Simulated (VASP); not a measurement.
Write the native input for VASP 6.6.1 that does the following.

| Quantity | Value |
| --- | --- |
| Task | single point |
| Functional | PBE |
| Potentials or basis | VASP PAW PBE potentials, release 64 (Ir) |
| Cutoff | 500 eV |
| k mesh | 10 × 10 × 10 |
| Occupations | gaussian, width 0.018 eV |
| Spin | no spin polarisation |
| Dipole correction | no |
| Further INCAR settings | ALGO = Normal; EDIFF = 1e-06; NBANDS = 10 |

The structure of Ir lies in POSCAR:

```
Ir
1.0
    0.0000000000      1.9269646676      1.9269646676
    1.9269646676      0.0000000000      1.9269646676
    1.9269646676      1.9269646676      0.0000000000
Ir
1
Direct
    0.0000000000      0.0000000000      0.0000000000
```

The input as run:

INCAR

```
ALGO = Normal
EDIFF = 1E-6
ENCUT = 500
GGA = PE
GGA_COMPAT = False
ISIF = 2
ISMEAR = 0
LASPH = True
LCHARG = False
LREAL = False
LWAVE = False
NBANDS = 10
NELM = 120
PREC = Accurate
SIGMA = 0.018
```

KPOINTS

```
k-points
0
Gamma
  10 10 10
```

Potentials or basis: VASP PAW PBE potentials, release 64 (Ir).

Run with:

```bash
$ cat potpaw_PBE.64/Ir/POTCAR > POTCAR
$ mpirun -np 1 vasp_std > vasp.out
```

Results of the run:

```json
{
  "Pressure": "5.2 GPa"
}
```

Wall time 7.5 s on 1 thread of AMD EPYC 7R13 Processor (Zen 3), on a shared host, peak memory 0.1 GiB.
